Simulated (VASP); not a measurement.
# BiTe in VASP: a series of runs, part 2 of 3

VASP 6.6.1. Earlier steps stand in the parts before.

## (3) Single point, PBE

This run uses another cell than the first one, of 42.92 Å³/atom.

File INCAR:

```
  PREC = Accurate
  ENCUT = 520
  EDIFF = 1E-6
  ISMEAR = 0
  SIGMA = 0.1
  LREAL = F
  LASPH = T
  NELM = 80
  ALGO = Normal
  ISIF = 2
  LWAVE = F
  LCHARG = T
  GGA = PE
  LELF = T
  LVHAR = T
  NBANDS = 29
```

File KPOINTS:

```
regular mesh
0
Gamma
  6 6 2
```

File POSCAR:

```
BiTe
1.0
    5.3593837177      0.0000000000      0.0000000000
   -2.6796918588      4.6413624481      0.0000000000
    0.0000000000      0.0000000000      6.9015720325
Bi Te
2 2
Direct
    0.3333333333      0.6666666667      0.4358834757
    0.6666666667      0.3333333333      0.9358834757
    0.3333333333      0.6666666667     -0.0608834857
    0.6666666667      0.3333333333      0.4391165143
```

Potentials or basis: VASP PAW PBE potentials, release 64 (Bi_d, Te).

Started as:

```console
> cat potpaw_PBE.64/Bi_d/POTCAR potpaw_PBE.64/Te/POTCAR > POTCAR
> mpirun -np 1 vasp_std > vasp.out
```

OUTCAR:

```text
PREC = Accurate
   ENCUT = 520
   EDIFF = 1E-6
   ISMEAR = 0
   LREAL = F
   LASPH = T
   NELM = 80
   ISIF = 2
   GGA = PE

 ion  position               nearest neighbor table
   1  0.333  0.667  0.436-   4 3.09   4 3.09   4 3.09   3 3.43   3 3.47
   2  0.667  0.333  0.936-   3 3.09   3 3.09   3 3.09   4 3.43   4 3.47
   3  0.333  0.667  0.939-   2 3.09   2 3.09   2 3.09   1 3.43   1 3.47
   4  0.667  0.333  0.439-   1 3.09   1 3.09   1 3.09   2 3.43   2 3.47

  LATTYP: Found a hexagonal cell.
 ALAT       =     5.3593837177
 C/A-ratio  =     1.2877547860

  Lattice vectors:

 A1 = (   5.3593837177,   0.0000000000,   0.0000000000)
 A2 = (  -2.6796918588,   4.6413624481,   0.0000000000)
 A3 = (   0.0000000000,   0.0000000000,   6.9015720325)

Analysis of symmetry for initial positions (statically):
=====================================================================
 Subroutine PRICEL returns:
 Original cell was already a primitive cell.

 Routine SETGRP: Setting up the symmetry group for a
 hexagonal supercell.

 Subroutine GETGRP returns: Found 12 space group operations
 (whereof  6 operations were pure point group operations)
 out of a pool of 24 trial point group operations.

The static configuration has the point symmetry C_3v.
 The point group associated with its full space group is C_6v.

Analysis of symmetry for dynamics (positions and initial velocities):
=====================================================================
 Subroutine PRICEL returns:
 Original cell was already a primitive cell.

 Routine SETGRP: Setting up the symmetry group for a
 hexagonal supercell.

 Subroutine GETGRP returns: Found 12 space group operations
 (whereof  6 operations were pure point group operations)
 out of a pool of 24 trial point group operations.

The dynamic configuration has the point symmetry C_3v.
[... 109 lines left out ...]
   EFERMI_NEDOS =   21; number of points for ismear=-14 and -15
   IALGO  =     38    algorithm
   IMIX   =      4    mixing-type and parameters
     AMIX     =   0.40;   BMIX     =  1.00
     AMIX_MAG =   1.60;   BMIX_MAG =  1.00
  volume/ion in A,a.u.               =      42.92       289.63
  Fermi-wavevector in a.u.,A,eV,Ry     =   1.023894  1.934880 14.263798  1.048360
  Thomas-Fermi vector in A             =   2.157652
   LORBIT       =      0    0 simple, 1 ext, 2 COOP (PROOUT), +10 PAW based schemes
   GGA     = PE    functional components
   LHFCALC =     F    Hartree Fock is set to
   AEXX    =    0.0000 exact exchange contribution
   IVDW    =     0    specifies the selected vdW correction
   LEPSILON=     F    determine dielectric tensor
   LRPA    =     F    only Hartree local field effects (RPA)
 non-spin polarized calculation
 Gauss-broadening in eV      SIGMA  =   0.10
  energy-cutoff  :      520.00
  volume of cell :      171.68
 maximum number of plane-waves:      4645
 NGX is ok and might be reduce to    40
   NGX = 19   NGY = 19   NGZ = 25

 number of electron      42.0000003 magnetization

 Free energy of the ion-electron system (eV)
  ---------------------------------------------------
  ext. energy  EPLUGINS =         0.00000000
  ---------------------------------------------------
  free energy    TOTEN  =       -13.73571086 eV

  energy without entropy =      -13.72550663  energy(sigma->0) =      -13.73060875

 E-fermi :   4.5505     XC(G=0):  -8.1265

 val. band max:        4.4807892797   @ k =   0.1667   0.1667   0.5000
 cond. band min:       4.5614623496   @ k =   0.3333   0.3333   0.5000
 fundamental gap:      0.0806730699
 Fermi energy:         4.5504550088

 k-point     1 :       0.0000    0.0000    0.0000
  band No.  band energies     occupation
      1     -18.8886      2.00000
      2     -18.8886      2.00000
      3     -18.8884      2.00000
      4     -18.8884      2.00000
      5     -18.7387      2.00000
      6     -18.7387      2.00000
[... 437 lines left out ...]
     28       8.6551      0.00000
     29       9.9200      0.00000

------------------------ aborting loop because EDIFF is reached ----------------------------------------

  FORCE on cell =-STRESS in cart. coord.  units (eV):
  Direction    XX          YY          ZZ          XY          YZ          ZX
  --------------------------------------------------------------------------------------
  -------------------------------------------------------------------------------------
  Total       -0.3079038     -0.3079038     -0.4654055     -0.0000000      0.0000000      0.0000000
  in kB       -2.8735398     -2.8735398     -4.3434388     -0.0000000      0.0000000      0.0000000
  external PRESSURE =      -3.3635061 kB  Pullay stress =       0.0000000 kB

 VOLUME and BASIS-vectors are now :
 -----------------------------------------------------------------------------
  energy-cutoff  :      520.00
  volume of cell :      171.68
      direct lattice vectors                 reciprocal lattice vectors
     5.359383718  0.000000000  0.000000000     0.186588618  0.107726989  0.000000000
    -2.679691859  4.641362448  0.000000000     0.000000000  0.215453977  0.000000000
     0.000000000  0.000000000  6.901572032     0.000000000  0.000000000  0.144894525

 POSITION                                       TOTAL-FORCE (eV/Angst)
 -----------------------------------------------------------------------------------
     -0.00000      3.09424      3.00828        -0.000000      0.000000      0.007949
      2.67969      1.54712      6.45907         0.000000      0.000000      0.007949
     -0.00000      3.09424      6.48138         0.000000      0.000000     -0.007949
      2.67969      1.54712      3.03059        -0.000000      0.000000     -0.007949
 -----------------------------------------------------------------------------------
    total drift:                                0.000000     -0.000000      0.000320

  FREE ENERGIE OF THE ION-ELECTRON SYSTEM (eV)
  ---------------------------------------------------
  free  energy   TOTEN  =       -13.7357108556 eV

  energy  without entropy=      -13.7255066349  energy(sigma->0) =      -13.73060875
```

OSZICAR:

```text
N       E                     dE             d eps       ncg     rms          rms(c)
DAV:   1     0.385511190899E+03    0.38551E+03   -0.19827E+04   828   0.139E+03
DAV:   2     0.257160064003E+02   -0.35980E+03   -0.35115E+03   859   0.356E+02
DAV:   3    -0.123417868313E+02   -0.38058E+02   -0.37115E+02  1031   0.135E+02
DAV:   4    -0.138471696685E+02   -0.15054E+01   -0.15015E+01   905   0.289E+01
DAV:   5    -0.139221568264E+02   -0.74987E-01   -0.74983E-01  1098   0.615E+00    0.771E+00
DAV:   6    -0.137542689373E+02    0.16789E+00   -0.38008E-01   920   0.287E+00    0.515E+00
DAV:   7    -0.137370259707E+02    0.17243E-01   -0.18880E-01   998   0.170E+00    0.545E-01
DAV:   8    -0.137344423192E+02    0.25837E-02   -0.27265E-02   905   0.921E-01    0.387E-01
DAV:   9    -0.137354576969E+02   -0.10154E-02   -0.35837E-03   827   0.308E-01    0.129E-01
DAV:  10    -0.137355025299E+02   -0.44833E-04   -0.16026E-04  1052   0.789E-02    0.684E-02
DAV:  11    -0.137357009308E+02   -0.19840E-03   -0.30552E-04   822   0.659E-02    0.575E-02
DAV:  12    -0.137357045483E+02   -0.36176E-05   -0.58894E-06   838   0.142E-02    0.334E-02
DAV:  13    -0.137357111609E+02   -0.66126E-05   -0.13655E-05   718   0.198E-02    0.296E-02
DAV:  14    -0.137357108556E+02    0.30529E-06   -0.10729E-06   546   0.706E-03
   1 F= -.13735711E+02 E0= -.13730609E+02  d E =-.102042E-01
```

Wall time 2.2 min (1 thread of Intel Xeon 8259CL, shared host); peak memory 0.3 GiB.

Results:

- Free energy: -13.7357 eV
- Pressure: -0.3 GPa
- Largest force: 0.008 eV/Å
- Band gap on the k mesh: zero (bands 21 and 22 overlap by 1.71 eV)

Forces on the atoms (eV/Å):
```
Bi   0.000  0.000  0.008
Bi   0.000  0.000  0.008
Te   0.000  0.000 -0.008
Te   0.000  0.000 -0.008
```

Stress tensor (GPa, compression positive):
```
-0.29  0.00  0.00
 0.00 -0.29  0.00
 0.00  0.00 -0.43
```

Caveat: the k points lie up to 0.46 Å⁻¹ apart, too coarse for converged energies and pressures of a metal; spin-orbit coupling is left out, which moves the levels of the heavy elements.

## (4) Single point, PBE

File INCAR:

```
PREC     = Accurate       # precision mode
ENCUT    = 520            # plane-wave cutoff, eV
EDIFF    = 1E-7           # SCF threshold, eV
ISMEAR   = 0              # smearing method
SIGMA    = 0.1            # smearing width, eV
LREAL    = F              # projectors in reciprocal space
LASPH    = T              # aspherical terms in the spheres
NELM     = 60             # most SCF steps
ALGO     = Normal         # electronic algorithm
ISIF     = 2              # what is computed and relaxed
LWAVE    = F              # write WAVECAR
LCHARG   = F              # write CHGCAR
GGA      = PE             # functional
NBANDS   = 29             # bands
```

File KPOINTS:

```
regular mesh
0
Gamma
  6 6 4
```

File POSCAR:

```
BiTe
1.0
    5.5229324469      0.0000000000      0.0000000000
   -2.7614662234      4.7829998024      0.0000000000
    0.0000000000      0.0000000000      6.4611173700
Bi Te
2 2
Direct
    0.3333333333      0.6666666667      0.2500000000
    0.6666666667      0.3333333333      0.7500000000
    0.3333333333      0.6666666667      0.7500000000
    0.6666666667      0.3333333333      0.2500000000
```

Started as:

```console
> cat potpaw_PBE.64/Bi_d/POTCAR potpaw_PBE.64/Te/POTCAR > POTCAR
> mpirun -np 1 vasp_std > vasp.out
```

It took 3.8 min on 1 thread of Intel Xeon 8259CL, shared host; peak memory 0.32 GiB.

It converged, with:

```yaml
Free_energy: -13.7411 eV
Pressure: -0.2 GPa
Band_gap_on_the_k_mesh: zero (bands 21 and 22 overlap by 1.05 eV)
```

Stress tensor (GPa, compression positive):
```
-0.12  0.00  0.00
 0.00 -0.12  0.00
 0.00  0.00 -0.36
```

Levels at points of the mesh, in eV from the Fermi level:
```csv
k point,band 18,band 19,band 20,band 21,band 22,band 23,band 24,band 25
"(0.00, 0.00, 0.00)",-2.76,-2.51,-2.51,-0.37,-0.37,1.34,1.34,2.47
"(0.50, 0.00, 0.00)",-3.34,-2.96,-1.69,0.38,1.55,1.81,2.91,3.09
"(0.00, 0.00, 0.50)",-3.33,-2.41,-2.41,0.25,0.25,0.25,0.25,0.60
"(0.50, 0.00, 0.50)",-2.65,-1.84,-1.84,-0.42,-0.42,0.90,0.90,2.15
```

Caveat: spin-orbit coupling is left out, which moves the levels of the heavy elements.

## (5) Relaxation of cell and atoms, PBE

This run uses another cell than the first one, of 42.92 Å³/atom.

File INCAR:

```
ALGO     = Normal         # electronic algorithm
EDIFF    = 1E-7           # SCF threshold, eV
EDIFFG   = -0.04          # ionic threshold
ENCUT    = 600            # plane-wave cutoff, eV
GGA      = PE             # functional
IBRION   = 2              # ionic algorithm
ISIF     = 3              # what is computed and relaxed
ISMEAR   = 0              # smearing method
LASPH    = T              # aspherical terms in the spheres
LCHARG   = F              # write CHGCAR
LREAL    = F              # projectors in reciprocal space
LWAVE    = F              # write WAVECAR
NELM     = 60             # most SCF steps
NSW      = 90             # ionic steps
PREC     = Accurate       # precision mode
SIGMA    = 0.1            # smearing width, eV
```

File KPOINTS:

```
k-points
0
Gamma
  6 6 4
```

File POSCAR:

```
BiTe
1.0
    5.3593837177      0.0000000000      0.0000000000
   -2.6796918588      4.6413624481      0.0000000000
    0.0000000000      0.0000000000      6.9015720325
Bi Te
2 2
Direct
    0.3333333333      0.6666666667      0.2500000000
    0.6666666667      0.3333333333      0.7500000000
    0.3333333333      0.6666666667      0.7500000000
    0.6666666667      0.3333333333      0.2500000000
```

Started as:

```console
> cat potpaw_PBE.64/Bi_d/POTCAR potpaw_PBE.64/Te/POTCAR > POTCAR
> mpirun -np 1 vasp_std > vasp.out
```

Run time: 24 min. Hardware: 1 thread of Intel Xeon 8259CL, shared host; peak memory 0.43 GiB.

It converged, with:

```
Free energy                           : -13.7414 eV
Relaxed volume                        : 42.50 Å³/atom
Relaxed cell                          : a = 5.517 Å, b = 5.517 Å, c = 6.449 Å, α = 90.00°, β = 90.00°, γ = 120.00°
Space group after relaxing (to 0.1 Å) : P6_3/mmc (No. 194)
Energy gained by relaxing             : 55.8 meV/atom
Ionic steps                           : 8
Pressure after relaxing               : 0.0 GPa
Band gap on the k mesh                : zero (bands 21 and 22 overlap by 1.05 eV)
```

Stress tensor (GPa, compression positive):
```
 0.00  0.00  0.00
 0.00  0.00  0.00
 0.00  0.00 -0.13
```

The path:
| step | energy change (eV) | largest force (eV/Å) | pressure (GPa) | volume (Å³) |
| --- | --- | --- | --- | --- |
| 1 | 0.0000 | 0.0000 | -0.20 | 171.68 |
| 2 | -0.0865 | 0.0000 | 0.00 | 170.25 |
| 3 | -0.1624 | 0.0000 | 1.18 | 165.29 |
| 4 | -0.2168 | 0.0000 | 0.41 | 167.72 |
| 5 | -0.2192 | 0.0000 | 0.51 | 167.31 |
| 6 | -0.2200 | 0.0000 | -0.29 | 171.46 |
| 7 | -0.2230 | 0.0000 | 0.08 | 169.47 |
| 8 | -0.2232 | 0.0000 | -0.04 | 169.99 |

Final structure:
```
Bi Te
1.0
     5.51704    0.00000    0.00000
    -2.75852    4.77789    0.00000
     0.00000    0.00000    6.44888
Bi Te
2 2
Direct
  0.33333 0.66667 0.25000
  0.66667 0.33333 0.75000
  0.33333 0.66667 0.75000
  0.66667 0.33333 0.25000
```

Levels at points of the mesh, in eV from the Fermi level:
```csv
k point,band 18,band 19,band 20,band 21,band 22,band 23,band 24,band 25
"(0.00, 0.00, 0.00)",-2.78,-2.51,-2.51,-0.38,-0.38,1.34,1.34,2.50
"(0.50, 0.00, 0.00)",-3.35,-2.96,-1.69,0.38,1.55,1.83,2.93,3.11
"(0.00, 0.00, 0.50)",-3.35,-2.41,-2.41,0.25,0.25,0.25,0.25,0.61
"(0.50, 0.00, 0.50)",-2.66,-1.84,-1.84,-0.42,-0.42,0.91,0.91,2.16
```

Caveat: spin-orbit coupling is left out, which moves the levels of the heavy elements.

(Continued in part 3 of 3.)

The gap in the log of VASP goes by the Fermi energy; the results here count the filled bands.